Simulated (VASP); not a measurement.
Wanted: the native input for a VASP 6.6.1 run.

* Task: single point
* Functional: PBE
* Potentials or basis: VASP PAW PBE potentials, release 64 (Zr_sv, V_sv, Se)
* Cutoff: 520 eV
* k mesh: 4 × 4 × 2
* Occupations: gaussian, width 0.1 eV
* Spin: collinear spin, ferromagnetic start
* Starting moments: [0.0, 0.0, 2.0, 0.0, 0.0, 0.0] μB
* Dipole correction: no
* Further INCAR settings: ALGO = Normal; EDIFF = 1e-07; NBANDS = 40

The structure of Zr2VSe3 lies in POSCAR:

```
Zr2VSe3
1.0
    4.1316936000      0.0000000000      0.0000000000
    0.0000000000      4.1316936000      0.0000000000
    0.0000000000      0.0000000000      8.7208867200
Zr V Se
2 1 3
Direct
    0.0000000000      0.0000000000      0.5000000000
    0.5000000000      0.5000000000      0.0000000000
    0.0000000000      0.0000000000      0.0000000000
    0.0000000000      0.0000000000      0.7240587500
    0.0000000000      0.0000000000      0.2759412500
    0.5000000000      0.5000000000      0.5000000000
```

The cell was generated, and may not be a known phase.

The input as run:

INCAR

```
PREC = Accurate
ENCUT = 520
EDIFF = 1E-7
ISMEAR = 0
SIGMA = 0.1
LREAL = F
LASPH = T
NELM = 150
ALGO = Normal
ISIF = 2
LWAVE = F
LCHARG = F
ISPIN = 2
MAGMOM = 0 0 2 0 0 0
LORBIT = 11
LMAXMIX = 4
GGA = PE
NBANDS = 40
```

KPOINTS

```
regular mesh
0
Gamma
  4 4 2
```

Potentials or basis: VASP PAW PBE potentials, release 64 (Zr_sv, V_sv, Se).

The run is started by

```bash
$ cat potpaw_PBE.64/Zr_sv/POTCAR potpaw_PBE.64/V_sv/POTCAR potpaw_PBE.64/Se/POTCAR > POTCAR
$ mpirun -np 1 vasp_std > vasp.out
```

It gave:

The pressure is 21.8 GPa, the largest force is 20.251 eV/Å and the net moment is 0.01 μB per cell. The valence electrons inside the program's atomic spheres are Zr 10.77, 9.62; V 11.50; Se 4.17, 3.83 (each value once).

Caveat: the k points lie up to 0.38 Å⁻¹ apart; the moments typed at the start vanished in this run; forces of over 1 eV/Å act on the atoms, so gaps and moduli don't describe the material at rest.

It took 2.5 min on 1 thread of Intel(R) Xeon(R) Platinum 8488C (Sapphire Rapids), with other jobs on the host, peak memory 0.36 GiB.
